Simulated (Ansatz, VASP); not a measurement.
## Two plane-wave programs on P

Contents of INCAR:

```
SYSTEM = P
PREC     = Accurate       ! precision mode
ENCUT    = 600            ! plane-wave cutoff, eV
EDIFF    = 1E-6           ! SCF threshold, eV
ISMEAR   = 0              ! smearing method
SIGMA    = 0.1            ! smearing width, eV
LREAL    = .FALSE.        ! projectors in reciprocal space
LASPH    = .TRUE.         ! aspherical terms in the spheres
NELM     = 60             ! most SCF steps
ALGO     = Normal         ! electronic algorithm
ISIF     = 3              ! what is computed and relaxed
LWAVE    = .FALSE.        ! write WAVECAR
LCHARG   = .FALSE.        ! write CHGCAR
GGA      = PE             ! functional
IVDW     = 12             ! dispersion correction
IBRION   = 2              ! ionic algorithm
NSW      = 100            ! ionic steps
EDIFFG   = -0.005         ! ionic threshold
```

Contents of KPOINTS:

```
regular mesh
0
G
  15 15 15
  0 0 0
```

Contents of POSCAR:

```
P
1.0
    1.7132924524      0.9891698586      2.9115578042
   -1.7132924524      0.9891698586      2.9115578042
    0.0000000000     -1.9783397171      2.9115578043
P
2
Direct
    0.2340199604      0.2340199604      0.2340199604
    0.7659800396      0.7659800396      0.7659800396
```

Input for Ansatz:

```yaml
crystal:
  lattice:
    - [1.7132924524, 0.9891698586, 2.9115578042]
    - [-1.7132924524, 0.9891698586, 2.9115578042]
    - [0.0, -1.9783397171, 2.9115578043]
  atoms:
    - { symbol: P, position: [0.2340199604, 0.2340199604, 0.2340199604] }
    - { symbol: P, position: [0.7659800396, 0.7659800396, 0.7659800396] }
basis:
  ecutwfc: 420
kpoints:
  mp_grid: { grid: [15, 15, 15] }
hamiltonian:
  xc: pbe
  dispersion: d3bj
scf:
  occupations: { method: gaussian, width: 0.1 }
output:
  forces: true
  stress: true
  eigenvalues: true
relax:
  adjacent_minimum: "off"
  f_tol: 0.005
  max_steps: 80
  cell: { stress_tol: 0.05 }
```

Alike in both runs: task relaxation of cell and atoms; functional PBE; dispersion D3(BJ); k mesh 15 × 15 × 15; occupations gaussian, width 0.1 eV; no spin polarisation.

|  | VASP | Ansatz |
| --- | --- | --- |
| version | VASP 6.6.1 | Ansatz 0.2.0 |
| potentials or method | VASP PAW PBE potentials, release 64 (P), cutoff 600 eV | scalar-relativistic, plane waves, PAW |
| valence electrons in the cell | 10 | 10 |

VASP gave:

* gap on the k mesh at the Fermi level, each at its own relaxed structure (eV): none
* relaxed volume (Å³/atom): 14.80
* relaxed length of the cell vector where the two differ most in proportion (Å): 3.522

Task: Which values does Ansatz return?

Result: gap on the k mesh at the Fermi level, each at its own relaxed structure (eV): none; relaxed volume (Å³/atom): 14.80; relaxed length of the cell vector where the two differ most in proportion (Å): 3.520.

A gap of «none» marks a metal or a gap that the smearing closes.
